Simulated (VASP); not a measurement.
Runs of VASP 6.6.1 on HfC. The structure is that of space group P6_3/mmc (No. 194), or close to it. The cells are those of the table. 

```tsv
task	cell	cutoff (eV)	smearing	gap on the mesh (eV)	pressure (GPa)	largest force (eV/Å)
single point	a = 3.851, b = 3.851, c = 4.643 Å, angles 90.0, 90.0, 120.0°, 4 atoms	520	gaussian 0.05 eV	none	-0.5	-
single point	a = 3.990, b = 3.990, c = 4.759 Å, angles 90.0, 90.0, 120.0°, 4 atoms	520	gaussian 0.05 eV	none	(b)	-
single point	a = 3.851, b = 3.851, c = 4.643 Å, angles 90.0, 90.0, 120.0°, 4 atoms	520	methfessel-paxton 0.05 eV	none	-0.5	-
single point	a = 3.794, b = 3.794, c = 4.594 Å, angles 90.0, 90.0, 120.0°, 4 atoms	520	gaussian 0.05 eV	none	7.6	0.01
single point	a = 3.879, b = 3.879, c = 4.668 Å, angles 90.0, 90.0, 120.0°, 4 atoms	520	gaussian 0.05 eV	none	-4.0	-
single point	a = 3.949, b = 3.949, c = 4.726 Å, angles 90.0, 90.0, 120.0°, 4 atoms	520	gaussian 0.05 eV	none	-11.4	-
relaxation of shape and atoms at fixed volume	relaxed from a = 3.905, b = 3.905, c = 4.698 Å, angles 90.0, 90.0, 120.0°, 4 atoms	600	gaussian 0.05 eV	none	-7.2	0.01
single point	a = 3.823, b = 3.823, c = 4.619 Å, angles 90.0, 90.0, 120.0°, 4 atoms	520	gaussian 0.05 eV	none	(a)	0.01
single point	a = 3.772, b = 3.772, c = 4.574 Å, angles 90.0, 90.0, 120.0°, 4 atoms	520	gaussian 0.05 eV	none	11.1	0.01
```

Alike in all rows: level PBE; potentials or basis VASP PAW PBE potentials, release 64 (Hf_pv, C); no spin polarisation; k mesh 12 × 12 × 6.

Fill in the values left out.

(a) 3.4; (b) -14.9.

Caveats: spin-orbit coupling is left out, which moves the levels of the heavy elements.

A k mesh can miss the band edges, and the runs leave out spin-orbit coupling on Hf.

A gap of «none» marks levels without a gap at the run's occupations.
